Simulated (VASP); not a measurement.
# Re2C (P6_3/mmc) in VASP: single point with LDA

Aim: the single point of Re2C with LDA.

All numbers are computed with VASP 6.6.1; they aren't measurements. Logs are shortened: lines on timing, memory, paths and dates and some standing lists are left out, and cuts for length are marked.

## Step 1: The cell of the first run

Symmetry: P6_3/mmc, No. 194, hexagonal system. The conventional cell has a = 2.822 Å, b = 2.822 Å, c = 9.775 Å, α = 90.00°, β = 90.00°, γ = 120.00°. Within 2.9 Å of Re (site symmetry 3m) lie 3 C at 2.14 Å and 10 Re at 2.67 to 2.82 Å. Within 2.9 Å of C (site symmetry -6m2) lie 6 Re at 2.14 Å and 6 C at 2.82 Å.

## Step 2: Single point, LDA

Contents of INCAR:

```
SYSTEM = Re2C
PREC = Accurate
ENCUT = 700
EDIFF = 1E-6
ISMEAR = -1
SIGMA = 0.15
LREAL = .False.
LASPH = .True.
NELM = 120
ALGO = Normal
ISIF = 2
LWAVE = .False.
LCHARG = .True.
GGA = CA
LELF = .True.
LVHAR = .True.
NBANDS = 43
GGA_COMPAT = .False.
```

Contents of KPOINTS:

```
regular mesh
0
Gamma
  12 12 4
  0 0 0
```

Contents of POSCAR:

```
Re2C
1.0
    2.8216693592      0.0000000000      0.0000000000
   -1.4108346796      2.4436373461      0.0000000000
    0.0000000000      0.0000000000      9.7752135946
Re C
4 2
Direct
    0.3333333333      0.6666666667      0.6084102244
    0.6666666667      0.3333333333      0.1084102244
    0.6666666667      0.3333333333      0.3915897756
    0.3333333333      0.6666666667      0.8915897756
    0.3333333333      0.6666666667      0.2500000000
    0.6666666667      0.3333333333      0.7500000000
```

Potentials or basis: VASP PAW LDA potentials, release 64 (Re_sv_GW, C).

The run is started by

```sh
$ cat potpaw_LDA.64/Re_sv_GW/POTCAR potpaw_LDA.64/C/POTCAR > POTCAR
$ mpirun -np 1 vasp_std > vasp.out
```

OUTCAR:

```text
SYSTEM = Re2C
   PREC = Accurate
   ENCUT = 700
   EDIFF = 1E-6
   ISMEAR = -1
   LREAL = .False.
   LASPH = .True.
   NELM = 120
   ISIF = 2
   GGA = CA

 ion  position               nearest neighbor table
   1  0.333  0.667  0.608-   6 2.14   6 2.14   6 2.14   3 2.67   3 2.67   3 2.67   4 2.77
   2  0.667  0.333  0.108-   5 2.14   5 2.14   5 2.14   4 2.67   4 2.67   4 2.67   3 2.77
   3  0.667  0.333  0.392-   5 2.14   5 2.14   5 2.14   1 2.67   1 2.67   1 2.67   2 2.77
   4  0.333  0.667  0.892-   6 2.14   6 2.14   6 2.14   2 2.67   2 2.67   2 2.67   1 2.77
   5  0.333  0.667  0.250-   2 2.14   3 2.14   2 2.14   3 2.14   2 2.14   3 2.14
   6  0.667  0.333  0.750-   1 2.14   4 2.14   1 2.14   4 2.14   1 2.14   4 2.14

  LATTYP: Found a hexagonal cell.
 ALAT       =     2.8216693592
 C/A-ratio  =     3.4643370113

  Lattice vectors:

 A1 = (   2.8216693592,   0.0000000000,   0.0000000000)
 A2 = (  -1.4108346796,   2.4436373461,   0.0000000000)
 A3 = (   0.0000000000,   0.0000000000,   9.7752135946)

Analysis of symmetry for initial positions (statically):
=====================================================================
 Subroutine PRICEL returns:
 Original cell was already a primitive cell.

 Routine SETGRP: Setting up the symmetry group for a
 hexagonal supercell.

 Subroutine GETGRP returns: Found 24 space group operations
 (whereof 12 operations were pure point group operations)
 out of a pool of 24 trial point group operations.

The static configuration has the point symmetry D_3d.
 The point group associated with its full space group is D_6h.

Analysis of symmetry for dynamics (positions and initial velocities):
=====================================================================
 Subroutine PRICEL returns:
 Original cell was already a primitive cell.

 Routine SETGRP: Setting up the symmetry group for a
 hexagonal supercell.

 Subroutine GETGRP returns: Found 24 space group operations
 (whereof 12 operations were pure point group operations)
 out of a pool of 24 trial point group operations.

The dynamic configuration has the point symmetry D_3d.
 The point group associated with its full space group is D_6h.

 Subroutine INISYM returns: Found 24 space group operations
 (whereof 12 operations are pure point group operations),
 and found     1 'primitive' translations

----------------------------------------------------------------------------------------

                                     Primitive cell

  volume of cell :      67.4014

  direct lattice vectors                    reciprocal lattice vectors
     2.821669359  0.000000000  0.000000000     0.354400134  0.204613013  0.000000000
    -1.410834680  2.443637346  0.000000000     0.000000000  0.409226026  0.000000000
     0.000000000  0.000000000  9.775213595     0.000000000  0.000000000  0.102299555

  length of vectors
     2.821669359  2.821669359  9.775213595     0.409226026  0.409226026  0.102299555

  position of ions in fractional coordinates (direct lattice)
     0.333333333  0.666666667  0.608410224
     0.666666667  0.333333333  0.108410224
     0.666666667  0.333333333  0.391589776
     0.333333333  0.666666667  0.891589776
     0.333333333  0.666666667  0.250000000
     0.666666667  0.333333333  0.750000000

  ion indices of the primitive-cell ions
   primitive index   ion index
                 1           1
                 2           2
                 3           3
                 4           4
                 5           5
                 6           6

----------------------------------------------------------------------------------------

 KPOINTS: regular mesh

Automatic generation of k-mesh.
 Grid dimensions read from file:
 generate k-points for:   12   12    4

 Generating k-lattice:

  Cartesian coordinates                     Fractional coordinates (reciprocal lattice)
     0.029533345  0.017051084  0.000000000     0.083333333  0.000000000  0.000000000
     0.000000000  0.034102169  0.000000000     0.000000000  0.083333333  0.000000000
     0.000000000  0.000000000  0.025574889     0.000000000  0.000000000  0.250000000

  Length of vectors
     0.034102169  0.034102169  0.025574889

  Shift w.r.t. Gamma in fractional coordinates (k-lattice)
     0.000000000  0.000000000  0.000000000

 Subroutine IBZKPT returns following result:
 ===========================================

 Found     57 irreducible k-points:

 Following reciprocal coordinates:
            Coordinates               Weight
  0.000000  0.000000  0.000000      1.000000
  0.083333 -0.000000  0.000000      6.000000
  0.166667 -0.000000  0.000000      6.000000
  0.250000 -0.000000  0.000000      6.000000
  0.333333  0.000000  0.000000      6.000000
  0.416667  0.000000  0.000000      6.000000
[... 16 lines left out ...]
  0.250000 -0.000000  0.250000     12.000000
  0.333333  0.000000  0.250000     12.000000
 [... further k-points ...]
   k-points           NKPTS =     57   k-points in BZ     NKDIM =     57   number of bands    NBANDS=     43
   number of dos      NEDOS =    301   number of ions     NIONS =      6
   total plane-waves  NPLWV =  48384
   dimension x,y,z NGX =    24 NGY =   24 NGZ =   84
   dimension x,y,z NGXF=    48 NGYF=   48 NGZF=  168
   ions per type =               4   2
   NGX,Y,Z   is equivalent  to a cutoff of  14.14, 14.14, 14.29 a.u.
   NGXF,Y,Z  is equivalent  to a cutoff of  28.28, 28.28, 28.57 a.u.
 SYSTEM =  Re2C
   PREC   = accura    normal or accurate (medium, high low for compatibility)
   ISTART =      0    job   : 0-new  1-cont  2-samecut
   ICHARG =      2    charge: 1-file 2-atom 10-const
   ISPIN  =      1    spin polarized calculation?
   LNONCOLLINEAR =      F non collinear calculations
   LSORBIT =      F    spin-orbit coupling
   LASPH  =      T    aspherical Exc in radial PAW
   ENCUT  =  700.0 eV  51.45 Ry    7.17 a.u.   6.09  6.09 21.09*2*pi/ulx,y,z
   NELM   =    120;   NELMIN=  2; NELMDL= -5     # of ELM steps
   EDIFF  = 0.1E-05   stopping-criterion for ELM
   LREAL  =      F    real-space projection
   EDIFFG = 0.1E-04   stopping-criterion for IOM
   NSW    =      0    number of steps for IOM
   IBRION =     -1    ionic relax: 0-MD 1-quasi-New 2-CG
   NFREE  =      0    steps in history (QN), initial steepest desc. (CG)
   ISIF   =      2    stress and relaxation
   ISYM   =      2    0-nonsym 1-usesym 2-fastsym
   POTIM  = 0.5000    time-step for ionic-motion
   TEBEG  =    0.0;   TEEND  =   0.0 temperature during run
   PSTRESS=    0.0 pullay stress
   NELECT =      68.0000    total number of electrons
   NUPDOWN=      -1.0000    fix difference up-down
   EMIN   =  10.00;   EMAX   =-10.00  energy-range for DOS
   EFERMI =   0.00;   METHOD = LEGACY
   ISMEAR =    -1;   SIGMA  =   0.15  broadening in eV -4-tet -1-fermi 0-gaus
   EFERMI_NEDOS =   21; number of points for ismear=-14 and -15
   IALGO  =     38    algorithm
   IMIX   =      4    mixing-type and parameters
     AMIX     =   0.40;   BMIX     =  1.00
     AMIX_MAG =   1.60;   BMIX_MAG =  1.00
  volume/ion in A,a.u.               =      11.23        75.81
  Fermi-wavevector in a.u.,A,eV,Ry     =   1.641930  3.102799 36.680431  2.695936
  Thomas-Fermi vector in A             =   2.732318
   LORBIT       =      0    0 simple, 1 ext, 2 COOP (PROOUT), +10 PAW based schemes
   GGA     = CA    functional components
   LHFCALC =     F    Hartree Fock is set to
   AEXX    =    0.0000 exact exchange contribution
   IVDW    =     0    specifies the selected vdW correction
   LEPSILON=     F    determine dielectric tensor
   LRPA    =     F    only Hartree local field effects (RPA)
 non-spin polarized calculation
  energy-cutoff  :      700.00
  volume of cell :       67.40
 maximum number of plane-waves:      2874
   NGX = 13   NGY = 13   NGZ = 43

 number of electron      67.9999994 magnetization

 Free energy of the ion-electron system (eV)
  ---------------------------------------------------
  ext. energy  EPLUGINS =         0.00000000
  ---------------------------------------------------
  free energy    TOTEN  =       -82.54008576 eV

  energy without entropy =      -82.43365567  energy(sigma->0) =      -82.48687071

 E-fermi :  13.4419     XC(G=0): -14.5307

 val. band max:       13.4171884896   @ k =   0.2500   0.2500   0.2500
 cond. band min:      13.5101721930   @ k =   0.2500  -0.0000   0.5000
 fundamental gap:      0.0929837034
 Fermi energy:        13.4418717059

 k-point     1 :       0.0000    0.0000    0.0000
  band No.  band energies     occupation
      1     -66.6141      2.00000
      2     -66.5940      2.00000
      3     -66.5286      2.00000
      4     -66.5082      2.00000
      5     -29.3286      2.00000
      6     -28.9769      2.00000
[... 35 lines left out ...]
     42      16.1241      0.00000
     43      17.6640      0.00000

 k-point     2 :       0.0833   -0.0000    0.0000
  band No.  band energies     occupation
      1     -66.6089      2.00000
      2     -66.5889      2.00000
      3     -66.5260      2.00000
      4     -66.5057      2.00000
      5     -29.3113      2.00000
      6     -28.9635      2.00000
[... 35 lines left out ...]
     42      16.7648      0.00000
     43      17.6247      0.00000

 k-point     3 :       0.1667   -0.0000    0.0000
  band No.  band energies     occupation
      1     -66.5944      2.00000
      2     -66.5745      2.00000
      3     -66.5191      2.00000
      4     -66.4988      2.00000
      5     -29.2646      2.00000
      6     -28.9305      2.00000
[... 35 lines left out ...]
     42      17.6945      0.00000
     43      18.2237      0.00000

 k-point     4 :       0.2500   -0.0000    0.0000
  band No.  band energies     occupation
      1     -66.5739      2.00000
      2     -66.5541      2.00000
      3     -66.5102      2.00000
      4     -66.4901      2.00000
      5     -29.2055      2.00000
      6     -28.9111      2.00000
[... 863 lines left out ...]
     42      17.8435      0.00000
     43      17.9314      0.00000

 k-point    23 :       0.2500   -0.0000    0.2500
  band No.  band energies     occupation
      1     -66.5717      2.00000
      2     -66.5580      2.00000
      3     -66.5063      2.00000
      4     -66.4925      2.00000
      5     -29.1772      2.00000
      6     -28.9928      2.00000
[... 35 lines left out ...]
     42      18.1980      0.00000
     43      18.4041      0.00000

 k-point    24 :       0.3333    0.0000    0.2500
  band No.  band energies     occupation
      1     -66.5499      2.00000
      2     -66.5366      2.00000
      3     -66.4984      2.00000
      4     -66.4850      2.00000
      5     -29.1495      2.00000
      6     -29.0587      2.00000
[... 35 lines left out ...]
     42      18.2095      0.00000
     43      19.0350      0.00000

 [... further k-points ...]
[... 5 lines left out ...]
  --------------------------------------------------------------------------------------
  -------------------------------------------------------------------------------------
  Total        0.5654041      0.5654041      0.6598883      0.0000000      0.0000000     -0.0000000
  in kB       13.4400361     13.4400361     15.6859887      0.0000000      0.0000000     -0.0000000
  external PRESSURE =      14.1886869 kB  Pullay stress =       0.0000000 kB

 VOLUME and BASIS-vectors are now :
 -----------------------------------------------------------------------------
  energy-cutoff  :      700.00
  volume of cell :       67.40
      direct lattice vectors                 reciprocal lattice vectors
     2.821669359  0.000000000  0.000000000     0.354400134  0.204613013  0.000000000
    -1.410834680  2.443637346  0.000000000     0.000000000  0.409226026  0.000000000
     0.000000000  0.000000000  9.775213595     0.000000000  0.000000000  0.102299555

 POSITION                                       TOTAL-FORCE (eV/Angst)
 -----------------------------------------------------------------------------------
     -0.00000      1.62909      5.94734         0.000000      0.000000     -0.016634
      1.41083      0.81455      1.05973         0.000000     -0.000000     -0.016634
      1.41083      0.81455      3.82787        -0.000000     -0.000000      0.016634
     -0.00000      1.62909      8.71548         0.000000      0.000000      0.016634
     -0.00000      1.62909      2.44380        -0.000000     -0.000000      0.000000
      1.41083      0.81455      7.33141        -0.000000      0.000000      0.000000
 -----------------------------------------------------------------------------------
    total drift:                                0.000000     -0.000000      0.000000

  FREE ENERGIE OF THE ION-ELECTRON SYSTEM (eV)
  ---------------------------------------------------
  free  energy   TOTEN  =       -82.5400857588 eV

  energy  without entropy=      -82.4336556661  energy(sigma->0) =      -82.48687071
```

Run time: 2.6 min. Hardware: 1 thread of Intel Xeon Platinum 8559C (Emerald Rapids), shared host; peak memory 0.32 GiB.

What came out:

- Free energy: -82.5401 eV
- Pressure: 1.4 GPa
- Largest force: 0.017 eV/Å
- Band gap on the k mesh: zero (bands 34 and 35 overlap by 3.37 eV)

Forces in eV/Å, atoms in the order of the input:
```
Re   0.000  0.000 -0.017
Re   0.000  0.000 -0.017
Re   0.000  0.000  0.017
Re   0.000  0.000  0.017
C    0.000  0.000  0.000
C    0.000  0.000  0.000
```

Levels at points of the mesh, in eV from the Fermi level:
```
           k point  band 31  band 32  band 33  band 34  band 35  band 36  band 37  band 38
(0.00, 0.00, 0.00)    -2.05    -1.95    -1.95    -1.84     0.30     0.38     0.38     0.56
(0.50, 0.00, 0.00)    -1.46    -0.94    -0.12     1.91     2.12     2.89     3.18     3.35
(0.00, 0.00, 0.50)    -2.19    -2.19    -1.14    -1.14    -1.14    -1.14     0.95     0.95
(0.50, 0.00, 0.50)    -0.64    -0.64    -0.15    -0.15     2.75     2.75     3.30     3.30
```

Caveat: spin-orbit coupling is left out, which moves the levels of the heavy elements.

The gap in the log of VASP goes by the Fermi energy; the results here count the filled bands.